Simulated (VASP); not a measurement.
# AlRu (Cm) in VASP: further runs, part 2 of 2

VASP 6.6.1.

## Step 3: Single point, PBE (atom 1 (Al) moved by (-0.450, -0.225) A along [1 1 0] and z)

File INCAR:

```
PREC = Accurate
ENCUT = 520
EDIFF = 1E-6
ISMEAR = 0
SIGMA = 0.15
LREAL = False
LASPH = True
NELM = 60
ALGO = Fast
ISIF = 2
LWAVE = False
LCHARG = False
GGA = PE
NBANDS = 16
```

File KPOINTS:

```
Automatic mesh
0
Gamma
  20 20 20
```

File POSCAR:

```
AlRu
1.0
    3.0040847246      0.0000000000      0.0000000000
    0.0000000000      3.0040847246      0.0000000000
    0.0000000000      0.0000000000      3.0040847246
Al Ru
1 1
Direct
   -0.1059217967     -0.1059217967     -0.0748980207
    0.5000000000      0.5000000000      0.5000000000
```

Potentials or basis: VASP PAW PBE potentials, release 64 (Al, Ru_pv).

Started as:

```
$ cat potpaw_PBE.64/Al/POTCAR potpaw_PBE.64/Ru_pv/POTCAR > POTCAR
$ mpirun -np 1 vasp_std > vasp.out
```

OUTCAR:

```text
PREC = Accurate
   ENCUT = 520
   EDIFF = 1E-6
   ISMEAR = 0
   LREAL = False
   LASPH = True
   NELM = 60
   ISIF = 2
   GGA = PE

 ion  position               nearest neighbor table
   1  0.894  0.894  0.925-   2 2.11   2 2.41   2 2.52   2 2.52   2 2.77   2 2.77   2 2.87   2 3.10

   2  0.500  0.500  0.500-   1 2.11   1 2.41   1 2.52   1 2.52   1 2.77   1 2.77   1 2.87   1 3.10

  LATTYP: Found a simple cubic cell.
 ALAT       =     3.0040847246

  Lattice vectors:

 A1 = (   3.0040847246,   0.0000000000,   0.0000000000)
 A2 = (   0.0000000000,   3.0040847246,   0.0000000000)
 A3 = (   0.0000000000,   0.0000000000,   3.0040847246)

Analysis of symmetry for initial positions (statically):
=====================================================================
 Subroutine PRICEL returns:
 Original cell was already a primitive cell.

 Routine SETGRP: Setting up the symmetry group for a
 simple cubic supercell.

 Subroutine GETGRP returns: Found  2 space group operations
 (whereof  2 operations were pure point group operations)
 out of a pool of 48 trial point group operations.

The static configuration has the point symmetry C_1h.

Analysis of symmetry for dynamics (positions and initial velocities):
=====================================================================
 Subroutine PRICEL returns:
 Original cell was already a primitive cell.

 Routine SETGRP: Setting up the symmetry group for a
 simple cubic supercell.

 Subroutine GETGRP returns: Found  2 space group operations
 (whereof  2 operations were pure point group operations)
 out of a pool of 48 trial point group operations.

The dynamic configuration has the point symmetry C_1h.

 Subroutine INISYM returns: Found  2 space group operations
 (whereof  2 operations are pure point group operations),
 and found     1 'primitive' translations

----------------------------------------------------------------------------------------

                                     Primitive cell

  volume of cell :      27.1104

  direct lattice vectors                    reciprocal lattice vectors
     3.004084725  0.000000000  0.000000000     0.332880092  0.000000000  0.000000000
     0.000000000  3.004084725  0.000000000     0.000000000  0.332880092  0.000000000
     0.000000000  0.000000000  3.004084725     0.000000000  0.000000000  0.332880092

  length of vectors
     3.004084725  3.004084725  3.004084725     0.332880092  0.332880092  0.332880092

  position of ions in fractional coordinates (direct lattice)
     0.894078203  0.894078203  0.925101979
     0.500000000  0.500000000  0.500000000

  ion indices of the primitive-cell ions
   primitive index   ion index
                 1           1
                 2           2

----------------------------------------------------------------------------------------

 KPOINTS: Automatic mesh

Automatic generation of k-mesh.
 Grid dimensions read from file:
 generate k-points for:   20   20   20

 Generating k-lattice:

  Cartesian coordinates                     Fractional coordinates (reciprocal lattice)
     0.016644005  0.000000000  0.000000000     0.050000000  0.000000000  0.000000000
     0.000000000  0.016644005  0.000000000     0.000000000  0.050000000  0.000000000
     0.000000000  0.000000000  0.016644005     0.000000000  0.000000000  0.050000000

  Length of vectors
     0.016644005  0.016644005  0.016644005

  Shift w.r.t. Gamma in fractional coordinates (k-lattice)
     0.000000000  0.000000000  0.000000000

 Subroutine IBZKPT returns following result:
 ===========================================

 Found   2112 irreducible k-points:

 Following reciprocal coordinates:
            Coordinates               Weight
  0.000000  0.000000  0.000000      1.000000
  0.050000  0.000000  0.000000      4.000000
  0.000000  0.000000  0.050000      2.000000
  0.100000  0.000000  0.000000      4.000000
  0.000000  0.000000  0.100000      2.000000
  0.150000  0.000000  0.000000      4.000000
[... 16 lines left out ...]
  0.000000  0.050000  0.050000      4.000000
 -0.050000  0.050000  0.000000      2.000000
 [... further k-points ...]
   k-points           NKPTS =   2112   k-points in BZ     NKDIM =   2112   number of bands    NBANDS=     16
   number of dos      NEDOS =    301   number of ions     NIONS =      2
   total plane-waves  NPLWV =  13824
   dimension x,y,z NGX =    24 NGY =   24 NGZ =   24
   dimension x,y,z NGXF=    48 NGYF=   48 NGZF=   48
   ions per type =               1   1
   NGX,Y,Z   is equivalent  to a cutoff of  13.28, 13.28, 13.28 a.u.
   NGXF,Y,Z  is equivalent  to a cutoff of  26.56, 26.56, 26.56 a.u.
 SYSTEM =  unknown system
   PREC   = accura    normal or accurate (medium, high low for compatibility)
   ISTART =      0    job   : 0-new  1-cont  2-samecut
   ICHARG =      2    charge: 1-file 2-atom 10-const
   ISPIN  =      1    spin polarized calculation?
   LNONCOLLINEAR =      F non collinear calculations
   LSORBIT =      F    spin-orbit coupling
   LASPH  =      T    aspherical Exc in radial PAW
   ENCUT  =  520.0 eV  38.22 Ry    6.18 a.u.   5.59  5.59  5.59*2*pi/ulx,y,z
   NELM   =     60;   NELMIN=  2; NELMDL= -5     # of ELM steps
   EDIFF  = 0.1E-05   stopping-criterion for ELM
   LREAL  =      F    real-space projection
   EDIFFG = 0.1E-04   stopping-criterion for IOM
   NSW    =      0    number of steps for IOM
   IBRION =     -1    ionic relax: 0-MD 1-quasi-New 2-CG
   NFREE  =      0    steps in history (QN), initial steepest desc. (CG)
   ISIF   =      2    stress and relaxation
   ISYM   =      2    0-nonsym 1-usesym 2-fastsym
   POTIM  = 0.5000    time-step for ionic-motion
   TEBEG  =    0.0;   TEEND  =   0.0 temperature during run
   PSTRESS=    0.0 pullay stress
   NELECT =      17.0000    total number of electrons
   NUPDOWN=      -1.0000    fix difference up-down
   EMIN   =  10.00;   EMAX   =-10.00  energy-range for DOS
   EFERMI =   0.00;   METHOD = LEGACY
   ISMEAR =     0;   SIGMA  =   0.15  broadening in eV -4-tet -1-fermi 0-gaus
   EFERMI_NEDOS =   21; number of points for ismear=-14 and -15
   IALGO  =     68    algorithm
   IMIX   =      4    mixing-type and parameters
     AMIX     =   0.40;   BMIX     =  1.00
     AMIX_MAG =   1.60;   BMIX_MAG =  1.00
  volume/ion in A,a.u.               =      13.56        91.48
  Fermi-wavevector in a.u.,A,eV,Ry     =   1.401239  2.647958 26.714651  1.963471
  Thomas-Fermi vector in A             =   2.524120
   LORBIT       =      0    0 simple, 1 ext, 2 COOP (PROOUT), +10 PAW based schemes
   GGA     = PE    functional components
   LHFCALC =     F    Hartree Fock is set to
   AEXX    =    0.0000 exact exchange contribution
   IVDW    =     0    specifies the selected vdW correction
   LEPSILON=     F    determine dielectric tensor
   LRPA    =     F    only Hartree local field effects (RPA)
 non-spin polarized calculation
 RMM-DIIS sequential band-by-band and
 Gauss-broadening in eV      SIGMA  =   0.15
  energy-cutoff  :      520.00
  volume of cell :       27.11
 maximum number of plane-waves:       743
   NGX = 11   NGY = 11   NGZ = 11

 number of electron      16.9999996 magnetization

 Free energy of the ion-electron system (eV)
  ---------------------------------------------------
  ext. energy  EPLUGINS =         0.00000000
  ---------------------------------------------------
  free energy    TOTEN  =       -13.07080452 eV

  energy without entropy =      -13.05102671  energy(sigma->0) =      -13.06091562

 E-fermi :  10.4033     XC(G=0): -12.4244

 val. band max:       10.4033061987   @ k =   0.0000   0.1000   0.0500
 cond. band min:      10.4033253521   @ k =  -0.3500   0.0500   0.1000
 fundamental gap:      0.0000191534
 Fermi energy:        10.4033157044

 k-point     1 :       0.0000    0.0000    0.0000
  band No.  band energies     occupation
      1     -31.3298      2.00000
      2     -31.2360      2.00000
      3     -31.2176      2.00000
      4       1.0267      2.00000
      5       6.7101      2.00000
      6       6.7665      2.00000
[... 8 lines left out ...]
     15      22.8279      0.00000
     16      24.0503      0.00000
[... 419 lines left out ...]
 k-point    24 :      -0.0500    0.0500    0.0000
  band No.  band energies     occupation
      1     -31.3323      2.00000
      2     -31.2371      2.00000
      3     -31.2224      2.00000
      4       1.1210      2.00000
      5       6.7400      2.00000
      6       6.8058      2.00000
[... 8 lines left out ...]
     15      22.8287      0.00000
     16      24.3532      0.00000

 [... further k-points ...]

------------------------ aborting loop because EDIFF is reached ----------------------------------------

  FORCE on cell =-STRESS in cart. coord.  units (eV):
  Direction    XX          YY          ZZ          XY          YZ          ZX
  --------------------------------------------------------------------------------------
  -------------------------------------------------------------------------------------
  Total        3.1680994      3.1680994      4.1063677      2.9500821      2.4510630      2.4510621
  in kB      187.2288843    187.2288843    242.6788297    174.3444614    144.8533433    144.8532914
  external PRESSURE =     205.7121994 kB  Pullay stress =       0.0000000 kB

 VOLUME and BASIS-vectors are now :
 -----------------------------------------------------------------------------
  energy-cutoff  :      520.00
  volume of cell :       27.11
      direct lattice vectors                 reciprocal lattice vectors
     3.004084725  0.000000000  0.000000000     0.332880092  0.000000000  0.000000000
     0.000000000  3.004084725  0.000000000     0.000000000  0.332880092  0.000000000
     0.000000000  0.000000000  3.004084725     0.000000000  0.000000000  0.332880092

 POSITION                                       TOTAL-FORCE (eV/Angst)
 -----------------------------------------------------------------------------------
      2.68589      2.68589      2.77908         3.611054      3.611054      2.975650
      1.50204      1.50204      1.50204        -3.611054     -3.611054     -2.975650
 -----------------------------------------------------------------------------------
    total drift:                                0.000713      0.000713      0.000569

  FREE ENERGIE OF THE ION-ELECTRON SYSTEM (eV)
  ---------------------------------------------------
  free  energy   TOTEN  =       -13.0708045238 eV

  energy  without entropy=      -13.0510267086  energy(sigma->0) =      -13.06091562
```

OSZICAR:

```text
N       E                     dE             d eps       ncg     rms          rms(c)
DAV:   1     0.119745408236E+03    0.11975E+03   -0.93277E+03 67928   0.100E+03
DAV:   2    -0.117766537491E+02   -0.13152E+03   -0.12507E+03 79064   0.294E+02
DAV:   3    -0.136793855644E+02   -0.19027E+01   -0.18968E+01 88424   0.374E+01
DAV:   4    -0.136929268305E+02   -0.13541E-01   -0.13524E-01 84504   0.331E+00
DAV:   5    -0.136931052822E+02   -0.17845E-03   -0.17827E-03 81528   0.370E-01    0.122E+01
RMM:   6    -0.131613259536E+02    0.53178E+00   -0.15289E+00 68530   0.956E+00    0.274E+00
RMM:   7    -0.130888046830E+02    0.72521E-01   -0.13335E-01 72856   0.277E+00    0.231E+00
RMM:   8    -0.130715135466E+02    0.17291E-01   -0.40485E-02 75789   0.139E+00    0.301E-01
RMM:   9    -0.130708216059E+02    0.69194E-03   -0.33834E-03 81816   0.520E-01    0.104E-01
RMM:  10    -0.130707963535E+02    0.25252E-04   -0.55840E-04 83815   0.225E-01    0.783E-02
RMM:  11    -0.130708079057E+02   -0.11552E-04   -0.12732E-04 81770   0.113E-01    0.340E-02
RMM:  12    -0.130708038067E+02    0.40990E-05   -0.47967E-05 81986   0.650E-02    0.195E-02
RMM:  13    -0.130708049670E+02   -0.11603E-05   -0.10408E-05 82079   0.296E-02    0.335E-02
RMM:  14    -0.130708045238E+02    0.44325E-06   -0.16636E-06 57473   0.112E-02
   1 F= -.13070805E+02 E0= -.13060916E+02  d E =-.197778E-01
```

Run time: 3.4 min. Hardware: 1 thread of Intel Xeon 6975P-C (Granite Rapids), shared host; peak memory 0.9 GiB.

What came out:

| Property | Result |
| --- | --- |
| Free energy | -13.0708 eV |
| Pressure | 20.6 GPa |
| Largest force | 5.910 eV/Å |

Forces on the atoms (eV/Å):
```
Al   3.611  3.611  2.976
Ru  -3.611 -3.611 -2.976
```

Caveat: the cell differs from its parent crystal (atom 1 (Al) moved by (-0.450, -0.225) A along [1 1 0] and z); forces of over 1 eV/Å act on the atoms, so gaps and moduli don't describe the material at rest.
